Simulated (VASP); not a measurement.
# TaN (P6/mmm) in VASP: further runs, part 3 of 3

VASP 6.6.1. Earlier steps stand in the parts before.

## 4. Relaxation of shape and atoms at fixed volume, r2SCAN (10.82 Å³/atom)

This run uses another cell than the first one, of 10.82 Å³/atom.

The input, POSCAR:

```
TaN
1.0
    5.1183704513      0.0000000000      0.0000000000
   -2.5591852257      4.4326388368      0.0000000000
    0.0000000000      0.0000000000      2.8610587811
Ta N
3 3
Direct
    0.0000000000      0.0000000000      0.0000000000
    0.3333333333      0.6666666667      0.5000000000
    0.6666666667      0.3333333333      0.5000000000
    0.5000000000      0.0000000000      0.0000000000
    0.5000000000      0.5000000000      0.0000000000
    0.0000000000      0.5000000000      0.0000000000
```

The input, INCAR.step1:

```
ALGO = Normal ; EDIFF = 1E-4
ENCUT = 600 ; GGA = PE
ISMEAR = 0 ; LASPH = T
LCHARG = F ; LREAL = F
LWAVE = T ; NELM = 100
PREC = Accurate ; SIGMA = 0.1
```

The input, INCAR.step2:

```
ALGO = Normal ; EDIFF = 1E-6
EDIFFG = -0.01 ; ENCUT = 600
IBRION = 2 ; ISIF = 4
ISMEAR = 0 ; ISTART = 1
LASPH = T ; LCHARG = F
LMIXTAU = T ; LREAL = F
LWAVE = F ; METAGGA = R2SCAN
NELM = 100 ; NSW = 50
PREC = Accurate ; SIGMA = 0.1
```

The input, KPOINTS:

```
k-points
0
Gamma
  9 9 12
```

Potentials or basis: VASP PAW PBE potentials, release 64 (Ta_pv, N).

Launch:

```console
> cat potpaw_PBE.64/Ta_pv/POTCAR potpaw_PBE.64/N/POTCAR > POTCAR
> cp INCAR.step1 INCAR
> mpirun -np 1 vasp_std > vasp.out
> cp INCAR.step2 INCAR
> mpirun -np 1 vasp_std > vasp.out
```

OUTCAR:

```text
EDIFF = 1E-6
   EDIFFG = -0.01
   ENCUT = 600
   IBRION = 2
   ISIF = 4
   ISMEAR = 0
   ISTART = 1
   LASPH = T
   LREAL = F
   METAGGA = R2SCAN
   NELM = 100
   NSW = 50
   PREC = Accurate

 ion  position               nearest neighbor table
   1  0.000  0.000  0.000-   5 2.56   5 2.56   4 2.56   4 2.56   6 2.56   6 2.56   3 3.28   3 3.28
                             2 3.28   2 3.28   2 3.28   3 3.28   2 3.28   3 3.28   2 3.28   3 3.28
   2  0.333  0.667  0.500-   6 2.06   6 2.06   4 2.06   4 2.06   5 2.06   5 2.06   3 2.96   3 2.96
                             3 2.96   1 3.28   1 3.28   1 3.28   1 3.28   1 3.28   1 3.28
   3  0.667  0.333  0.500-   6 2.06   6 2.06   4 2.06   4 2.06   5 2.06   5 2.06   2 2.96   2 2.96
                             2 2.96   1 3.28   1 3.28   1 3.28   1 3.28   1 3.28   1 3.28
   4  0.500  0.000  0.000-   2 2.06   3 2.06   2 2.06   3 2.06   1 2.56   1 2.56
   5  0.500  0.500  0.000-   2 2.06   3 2.06   2 2.06   3 2.06   1 2.56   1 2.56
   6  0.000  0.500  0.000-   2 2.06   3 2.06   2 2.06   3 2.06   1 2.56   1 2.56

  LATTYP: Found a hexagonal cell.
 ALAT       =     5.1183704513
 C/A-ratio  =     0.5589784499

  Lattice vectors:

 A1 = (   5.1183704513,   0.0000000000,   0.0000000000)
 A2 = (  -2.5591852257,   4.4326388368,   0.0000000000)
 A3 = (   0.0000000000,   0.0000000000,   2.8610587811)

Analysis of symmetry for initial positions (statically):
=====================================================================
 Subroutine PRICEL returns:
 Original cell was already a primitive cell.

 Routine SETGRP: Setting up the symmetry group for a
 hexagonal supercell.

 Subroutine GETGRP returns: Found 24 space group operations
 (whereof 24 operations were pure point group operations)
 out of a pool of 24 trial point group operations.

The static configuration has the point symmetry D_6h.

Analysis of symmetry for dynamics (positions and initial velocities):
=====================================================================
 Subroutine PRICEL returns:
 Original cell was already a primitive cell.

 Routine SETGRP: Setting up the symmetry group for a
 hexagonal supercell.

[... 137 lines left out ...]
   METAGGA = R2SCAN    functional components
   LHFCALC =     F    Hartree Fock is set to
   AEXX    =    0.0000 exact exchange contribution
   IVDW    =     0    specifies the selected vdW correction
   LEPSILON=     F    determine dielectric tensor
   LRPA    =     F    only Hartree local field effects (RPA)
 conjugate gradient relaxation of ions
 non-spin polarized calculation
 Gauss-broadening in eV      SIGMA  =   0.10
  energy-cutoff  :      600.00
  volume of cell :       64.91
 maximum number of plane-waves:      2183
 NGX is ok and might be reduce to    42
   NGX = 21   NGY = 21   NGZ = 11

--------------------------------------- Ionic step        1  -------------------------------------------

 number of electron      48.0000000 magnetization

 Free energy of the ion-electron system (eV)
  ---------------------------------------------------
  ext. energy  EPLUGINS =         0.00000000
  ---------------------------------------------------
  free energy    TOTEN  =      -178.10442236 eV

  energy without entropy =     -178.10133344  energy(sigma->0) =     -178.10287790

------------------------ aborting loop because EDIFF is reached ----------------------------------------

  FORCE on cell =-STRESS in cart. coord.  units (eV):
  Direction    XX          YY          ZZ          XY          YZ          ZX
  --------------------------------------------------------------------------------------
  -------------------------------------------------------------------------------------
  Total        9.0871518      9.0871518     11.0573090     -0.0000000      0.0000000     -0.0000000
  in kB      224.2939305    224.2939305    272.9224017     -0.0000000      0.0000000     -0.0000000
  external PRESSURE =     240.5034209 kB  Pullay stress =       0.0000000 kB
[... 67 lines left out ...]
--------------------------------------- Ionic step        3  -------------------------------------------

 number of electron      47.9999998 magnetization

 Free energy of the ion-electron system (eV)
  ---------------------------------------------------
  ext. energy  EPLUGINS =         0.00000000
  ---------------------------------------------------
  free energy    TOTEN  =      -178.11058267 eV

  energy without entropy =     -178.10672196  energy(sigma->0) =     -178.10865232

 E-fermi :   8.7338     XC(G=0): -14.3230

 val. band max:        8.6605235173   @ k =   0.4444  -0.0000   0.1667
 cond. band min:       8.7432802080   @ k =   0.1111  -0.0000   0.2500
 fundamental gap:      0.0827566907
 Fermi energy:         8.7337947004

 k-point     1 :       0.0000    0.0000    0.0000
  band No.  band energies     occupation
      1     -28.9172      2.00000
      2     -28.9171      2.00000
      3     -28.4448      2.00000
      4     -28.4448      2.00000
      5     -28.2055      2.00000
      6     -28.0505      2.00000
[... 733 lines left out ...]
     27      10.6739      0.00000
     28      11.2045      0.00000

 [... further k-points ...]
[... 5 lines left out ...]
  --------------------------------------------------------------------------------------
  -------------------------------------------------------------------------------------
  Total        9.3626705      9.3626705      9.3709970     -0.0000000     -0.0000000      0.0000000
  in kB      231.0944293    231.0944293    231.2999485     -0.0000000     -0.0000000      0.0000000
  external PRESSURE =     231.1629357 kB  Pullay stress =       0.0000000 kB
[... 21 lines left out ...]
  FREE ENERGIE OF THE ION-ELECTRON SYSTEM (eV)
  ---------------------------------------------------
  free  energy   TOTEN  =      -178.1105826716 eV

  energy  without entropy=     -178.1067219612  energy(sigma->0) =     -178.10865232

 reached required accuracy - stopping structural energy minimisation
```

OSZICAR.step1:

```text
N       E                     dE             d eps       ncg     rms          rms(c)
DAV:   1     0.494773942968E+03    0.49477E+03   -0.29148E+04  4704   0.202E+03
DAV:   2    -0.407516464040E+02   -0.53553E+03   -0.52230E+03  5524   0.548E+02
DAV:   3    -0.742179678634E+02   -0.33466E+02   -0.32823E+02  5808   0.128E+02
DAV:   4    -0.750014072380E+02   -0.78344E+00   -0.76754E+00  5708   0.179E+01
DAV:   5    -0.750208192804E+02   -0.19412E-01   -0.19275E-01  5864   0.218E+00    0.505E+01
DAV:   6    -0.648268251892E+02    0.10194E+02   -0.63702E+01  5956   0.473E+01    0.223E+01
DAV:   7    -0.645384008746E+02    0.28842E+00   -0.58347E+00  5996   0.171E+01    0.122E+01
DAV:   8    -0.644030000435E+02    0.13540E+00   -0.10639E+00  5956   0.579E+00    0.371E+00
DAV:   9    -0.643839380718E+02    0.19062E-01   -0.10754E-01  5980   0.266E+00    0.469E-01
DAV:  10    -0.643835404958E+02    0.39758E-03   -0.21466E-02  5996   0.921E-01    0.184E-01
DAV:  11    -0.643829571900E+02    0.58331E-03   -0.55932E-03  6008   0.513E-01    0.468E-02
DAV:  12    -0.643829415343E+02    0.15656E-04   -0.14888E-04  3340   0.106E-01
   1 F= -.64382942E+02 E0= -.64381955E+02  d E =-.197341E-02
```

Run time: 40 min. Hardware: 1 thread of Oxide Virtual Turin-like, shared host; peak memory 0.29 GiB.

What came out:

| Quantity | Value |
| --- | --- |
| Free energy | -178.1106 eV |
| Energy gained by relaxing | 1.0 meV/atom |
| Ionic steps | 3 |
| Pressure after relaxing | 23.1 GPa |
| Band gap on the k mesh | zero (bands 24 and 25 overlap by 2.35 eV) |

The path:
```tsv
step	energy change (eV)	largest force (eV/Å)	pressure (GPa)	volume (Å³)
1	0.0000	0.0000	24.05	64.91
2	-0.0035	0.0000	22.51	64.91
3	-0.0062	0.0000	23.12	64.91
```

Final structure:
```
CELL_PARAMETERS angstrom
5.10227 0.00000 0.00000
-2.55113 4.41869 0.00000
0.00000 0.00000 2.87914
ATOMIC_POSITIONS crystal
Ta 0.00000 0.00000 0.00000
Ta 0.33333 0.66667 0.50000
Ta 0.66667 0.33333 0.50000
N 0.50000 0.00000 0.00000
N 0.50000 0.50000 0.00000
N 0.00000 0.50000 0.00000
```

Caveat: the PAW data sets were made with another functional, which shifts forces and pressure a little; spin-orbit coupling is left out, which moves the levels of the heavy elements.

## 5. Overview

| task | potentials or basis | cell | cutoff (eV) | gap on the mesh (eV) | pressure (GPa) |
| --- | --- | --- | --- | --- | --- |
| single point | VASP PAW PBE potentials, release 64 (Ta_sv_GW, N) | a = 5.240, b = 5.240, c = 2.904 Å, angles 90.0, 90.0, 120.0°, 6 atoms | 660 | none | 0.1 |
| relaxation of shape and atoms at fixed volume | VASP PAW PBE potentials, release 64 (Ta_pv, N) | relaxed from a = 5.292, b = 5.292, c = 2.933 Å, angles 90.0, 90.0, 120.0°, 6 atoms | 600 | none | -6.8 |
| relaxation of shape and atoms at fixed volume | VASP PAW PBE potentials, release 64 (Ta_pv, N) | relaxed from a = 5.118, b = 5.118, c = 2.861 Å, angles 90.0, 90.0, 120.0°, 6 atoms | 600 | none | 23.1 |

Alike in all rows: level r2SCAN; no spin polarisation; k mesh 9 × 9 × 12; smearing gaussian 0.1 eV.

Caveats: the PAW data sets were made with another functional, which shifts forces and pressure a little; spin-orbit coupling is left out, which moves the levels of the heavy elements.

Total energies depend on the potentials used, so only differences within one code and one set of settings carry meaning.
